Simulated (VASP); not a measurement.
# Pd (a cell with a defect) in VASP: notebook

Pd (a cell with a defect) is run at these levels: PBEsol; tasks: single point.

Everything below comes from runs of VASP 6.6.1. Logs are shortened: lines on timing, memory, paths and dates and some standing lists are left out, and cuts for length are marked.

## (1) The cell of the first run

The cell holds a defect, 7 atoms: a = 5.506 Å, b = 5.506 Å, c = 5.506 Å, α = 60.00°, β = 60.00°, γ = 60.00°.

## (2) Single point, PBEsol

INCAR

```
ALGO     = Normal         # electronic algorithm
EDIFF    = 1E-7           # SCF threshold, eV
ENCUT    = 520            # plane-wave cutoff, eV
GGA      = PS             # functional
ISIF     = 2              # what is computed and relaxed
ISMEAR   = -1             # smearing method
LASPH    = T              # aspherical terms in the spheres
LCHARG   = F              # write CHGCAR
LREAL    = F              # projectors in reciprocal space
LWAVE    = F              # write WAVECAR
NBANDS   = 44             # bands
NELM     = 100            # most SCF steps
PREC     = Accurate       # precision mode
SIGMA    = 0.05           # smearing width, eV
```

KPOINTS

```
k-points
0
Gamma
  2 2 2
```

POSCAR

```
Pd
1.0
    0.0000000000      3.8930000000      3.8930000000
    3.8930000000      0.0000000000      3.8930000000
    3.8930000000      3.8930000000      0.0000000000
Pd
7
Direct
    0.0000000000      0.0000000000      0.5000000000
    0.0000000000      0.5000000000      0.0000000000
    0.0000000000      0.5000000000      0.5000000000
    0.5000000000      0.0000000000      0.0000000000
    0.5000000000      0.0000000000      0.5000000000
    0.5000000000      0.5000000000      0.0000000000
    0.5000000000      0.5000000000      0.5000000000
```

Potentials or basis: VASP PAW PBE potentials, release 64 (Pd).

Command:

```console
$ cat potpaw_PBE.64/Pd/POTCAR > POTCAR
$ mpirun -np 1 vasp_std > vasp.out
```

OUTCAR:

```text
EDIFF = 1E-7
   ENCUT = 520
   GGA = PS
   ISIF = 2
   ISMEAR = -1
   LASPH = T
   LREAL = F
   NELM = 100
   PREC = Accurate

 ion  position               nearest neighbor table
   1  0.000  0.000  0.500-   3 2.75   5 2.75   2 2.75   4 2.75   2 2.75   3 2.75   7 2.75   4 2.75
                             5 2.75   7 2.75
   2  0.000  0.500  0.000-   3 2.75   6 2.75   1 2.75   3 2.75   7 2.75   1 2.75   4 2.75   4 2.75
                             6 2.75   7 2.75
   3  0.000  0.500  0.500-   1 2.75   2 2.75   7 2.75   2 2.75   6 2.75   1 2.75   5 2.75   5 2.75
                             6 2.75   7 2.75
   4  0.500  0.000  0.000-   5 2.75   6 2.75   1 2.75   5 2.75   7 2.75   2 2.75   6 2.75   7 2.75
                             1 2.75   2 2.75
   5  0.500  0.000  0.500-   1 2.75   4 2.75   7 2.75   4 2.75   6 2.75   3 2.75   6 2.75   7 2.75
                             1 2.75   3 2.75
   6  0.500  0.500  0.000-   2 2.75   4 2.75   7 2.75   3 2.75   5 2.75   7 2.75   4 2.75   5 2.75
                             2 2.75   3 2.75
   7  0.500  0.500  0.500-   3 2.75   5 2.75   6 2.75   2 2.75   4 2.75   6 2.75   1 2.75   4 2.75
                             5 2.75   1 2.75   2 2.75   3 2.75

  LATTYP: Found a face centered cubic cell.
 ALAT       =     7.7860000000

  Lattice vectors:

 A1 = (   0.0000000000,   3.8930000000,   3.8930000000)
 A2 = (   3.8930000000,   0.0000000000,   3.8930000000)
 A3 = (   3.8930000000,   3.8930000000,   0.0000000000)

Analysis of symmetry for initial positions (statically):
[... 5 lines left out ...]
 face centered cubic supercell.

 Subroutine GETGRP returns: Found 48 space group operations
 (whereof 48 operations were pure point group operations)
 out of a pool of 48 trial point group operations.

The static configuration has the point symmetry O_h .

Analysis of symmetry for dynamics (positions and initial velocities):
[... 5 lines left out ...]
 face centered cubic supercell.

 Subroutine GETGRP returns: Found 48 space group operations
 (whereof 48 operations were pure point group operations)
 out of a pool of 48 trial point group operations.

The dynamic configuration has the point symmetry O_h .

 Subroutine INISYM returns: Found 48 space group operations
 (whereof 48 operations are pure point group operations),
 and found     1 'primitive' translations

----------------------------------------------------------------------------------------

                                     Primitive cell

[... 74 lines left out ...]
   LSORBIT =      F    spin-orbit coupling
   LASPH  =      T    aspherical Exc in radial PAW
   ENCUT  =  520.0 eV  38.22 Ry    6.18 a.u.  10.24 10.24 10.24*2*pi/ulx,y,z
   NELM   =    100;   NELMIN=  2; NELMDL= -5     # of ELM steps
   EDIFF  = 0.1E-06   stopping-criterion for ELM
   LREAL  =      F    real-space projection
   EDIFFG = 0.1E-05   stopping-criterion for IOM
   NSW    =      0    number of steps for IOM
   IBRION =     -1    ionic relax: 0-MD 1-quasi-New 2-CG
   NFREE  =      0    steps in history (QN), initial steepest desc. (CG)
   ISIF   =      2    stress and relaxation
   ISYM   =      2    0-nonsym 1-usesym 2-fastsym
   POTIM  = 0.5000    time-step for ionic-motion
   TEBEG  =    0.0;   TEEND  =   0.0 temperature during run
   PSTRESS=    0.0 pullay stress
   NELECT =      70.0000    total number of electrons
   NUPDOWN=      -1.0000    fix difference up-down
   EMIN   =  10.00;   EMAX   =-10.00  energy-range for DOS
[... 5 lines left out ...]
     AMIX     =   0.40;   BMIX     =  1.00
     AMIX_MAG =   1.60;   BMIX_MAG =  1.00
  volume/ion in A,a.u.               =      16.86       113.76
  Fermi-wavevector in a.u.,A,eV,Ry     =   1.375561  2.599433 25.744500  1.892167
  Thomas-Fermi vector in A             =   2.500885
   LORBIT       =      0    0 simple, 1 ext, 2 COOP (PROOUT), +10 PAW based schemes
   GGA     = PS    functional components
   LHFCALC =     F    Hartree Fock is set to
   AEXX    =    0.0000 exact exchange contribution
   IVDW    =     0    specifies the selected vdW correction
   LEPSILON=     F    determine dielectric tensor
   LRPA    =     F    only Hartree local field effects (RPA)
 non-spin polarized calculation
  energy-cutoff  :      520.00
  volume of cell :      118.00
 maximum number of plane-waves:      3218
 NGX is ok and might be reduce to    42
   NGX = 21   NGY = 21   NGZ = 21

 number of electron      70.0000003 magnetization

 Free energy of the ion-electron system (eV)
  ---------------------------------------------------
  ext. energy  EPLUGINS =         0.00000000
  ---------------------------------------------------
  free energy    TOTEN  =       -41.82559011 eV

  energy without entropy =      -41.63700098  energy(sigma->0) =      -41.73129555

 E-fermi :   7.8523     XC(G=0): -12.4230

 val. band max:        7.8317464535   @ k =   0.5000   0.0000   0.0000
 cond. band min:       7.8534918308   @ k =   0.0000   0.0000   0.0000
 fundamental gap:      0.0217453773
 Fermi energy:         7.8522649254

 k-point     1 :       0.0000    0.0000    0.0000
  band No.  band energies     occupation
      1       0.9793      2.00000
      2       2.3001      2.00000
      3       2.4606      2.00000
      4       2.4606      2.00000
      5       2.4606      2.00000
      6       2.9738      2.00000
[... 130 lines left out ...]
     43      16.2402      0.00000
     44      17.4652      0.00000

------------------------ aborting loop because EDIFF is reached ----------------------------------------

  FORCE on cell =-STRESS in cart. coord.  units (eV):
  Direction    XX          YY          ZZ          XY          YZ          ZX
  --------------------------------------------------------------------------------------
  -------------------------------------------------------------------------------------
  Total       -8.3253503     -8.3253503     -8.3253503      0.0000000     -0.0000000      0.0000000
  in kB     -113.0394128   -113.0394128   -113.0394128      0.0000000     -0.0000000      0.0000000
  external PRESSURE =    -113.0394128 kB  Pullay stress =       0.0000000 kB

 VOLUME and BASIS-vectors are now :
 -----------------------------------------------------------------------------
  energy-cutoff  :      520.00
  volume of cell :      118.00
      direct lattice vectors                 reciprocal lattice vectors
     0.000000000  3.893000000  3.893000000    -0.128435654  0.128435654  0.128435654
     3.893000000  0.000000000  3.893000000     0.128435654 -0.128435654  0.128435654
     3.893000000  3.893000000  0.000000000     0.128435654  0.128435654 -0.128435654

 POSITION                                       TOTAL-FORCE (eV/Angst)
 -----------------------------------------------------------------------------------
      1.94650      1.94650      0.00000        -0.000000      0.000000      0.000000
      1.94650      0.00000      1.94650        -0.000000      0.000000     -0.000000
      3.89300      1.94650      1.94650        -0.000000      0.000000      0.000000
      0.00000      1.94650      1.94650         0.000000     -0.000000      0.000000
      1.94650      3.89300      1.94650         0.000000      0.000000      0.000000
      1.94650      1.94650      3.89300        -0.000000      0.000000      0.000000
      3.89300      3.89300      3.89300         0.000000      0.000000      0.000000
 -----------------------------------------------------------------------------------
    total drift:                               -0.000000     -0.000000      0.000000

  FREE ENERGIE OF THE ION-ELECTRON SYSTEM (eV)
  ---------------------------------------------------
  free  energy   TOTEN  =       -41.8255901140 eV

  energy  without entropy=      -41.6370009765  energy(sigma->0) =      -41.73129555
```

OSZICAR:

```text
N       E                     dE             d eps       ncg     rms          rms(c)
DAV:   1     0.478668476184E+03    0.47867E+03   -0.35477E+04   264   0.155E+03
DAV:   2    -0.264387677029E+02   -0.50511E+03   -0.47979E+03   284   0.350E+02
DAV:   3    -0.438160864846E+02   -0.17377E+02   -0.16722E+02   292   0.660E+01
DAV:   4    -0.440483535365E+02   -0.23227E+00   -0.23088E+00   280   0.745E+00
DAV:   5    -0.440528227620E+02   -0.44692E-02   -0.44689E-02   284   0.108E+00    0.182E+01
DAV:   6    -0.419253726872E+02    0.21275E+01   -0.86596E+00   264   0.167E+01    0.794E+00
DAV:   7    -0.421085016575E+02   -0.18313E+00   -0.13669E+00   284   0.561E+00    0.678E+00
DAV:   8    -0.418649778596E+02    0.24352E+00   -0.96586E-01   276   0.569E+00    0.371E+00
DAV:   9    -0.418364864615E+02    0.28491E-01   -0.18188E-01   280   0.181E+00    0.117E+00
DAV:  10    -0.418277813251E+02    0.87051E-02   -0.10991E-02   288   0.978E-01    0.493E-01
DAV:  11    -0.418264455639E+02    0.13358E-02   -0.25463E-03   284   0.476E-01    0.329E-01
DAV:  12    -0.418256658713E+02    0.77969E-03   -0.39489E-04   276   0.197E-01    0.211E-02
DAV:  13    -0.418255963946E+02    0.69477E-04   -0.30433E-05   272   0.437E-02    0.323E-02
DAV:  14    -0.418255908032E+02    0.55913E-05   -0.51414E-06   280   0.196E-02    0.371E-03
DAV:  15    -0.418255901935E+02    0.60967E-06   -0.59085E-07   280   0.507E-03    0.298E-03
DAV:  16    -0.418255901140E+02    0.79516E-07   -0.79072E-08   176   0.179E-03
   1 F= -.41825590E+02 E0= -.41731296E+02  d E =-.188589E+00
```

stdout:

```text
POSCAR found type information on POSCAR Pd
 POSCAR found :  1 types and       7 ions
 scaLAPACK will be used
 -----------------------------------------------------------------------------
|                                                                             |
|                                                                             |
|     You enforced a specific xc type in the INCAR file but a different       |
|     I HOPE YOU KNOW WHAT YOU ARE DOING!                                     |
|                                                                             |
 -----------------------------------------------------------------------------

 LDA part: xc-table for (Slater+PW92), standard interpolation
 POSCAR, INCAR and KPOINTS ok, starting setup
 FFT: planning ... GRIDC
 FFT: planning ... GRID_SOFT
 FFT: planning ... GRID
 WAVECAR not read
 entering main loop
```

Wall time 20 s (1 thread of AMD EPYC 9R45 (Zen 5), shared host); peak memory 0.21 GiB.

Results:

```yaml
Free_energy: -41.8256 eV
Pressure: -11.3 GPa
Band_gap_on_the_k_mesh: zero (band 35 reaches 8.05 eV, above the bottom of band 36 at 7.18 eV)
```

Levels at points of the mesh, in eV from the Fermi level:
| k point | band 33 | band 34 | band 35 | band 36 | band 37 | band 38 | band 39 | band 40 |
| --- | --- | --- | --- | --- | --- | --- | --- | --- |
| (0.00, 0.00, 0.00) | 0.00 | 0.20 | 0.20 | 0.20 | 0.84 | 1.50 | 1.50 | 1.50 |
| (0.50, 0.00, 0.00) | -1.05 | -0.04 | -0.04 | -0.02 | 0.04 | 3.28 | 3.28 | 3.34 |
| (0.50, 0.50, 0.00) | -1.16 | -1.13 | -1.06 | -0.67 | 0.19 | 1.56 | 2.48 | 2.48 |

Caveat: the k points lie up to 0.70 Å⁻¹ apart; the PAW data sets were made with another functional, which shifts forces and pressure a little.

[end of part 1 of 2]
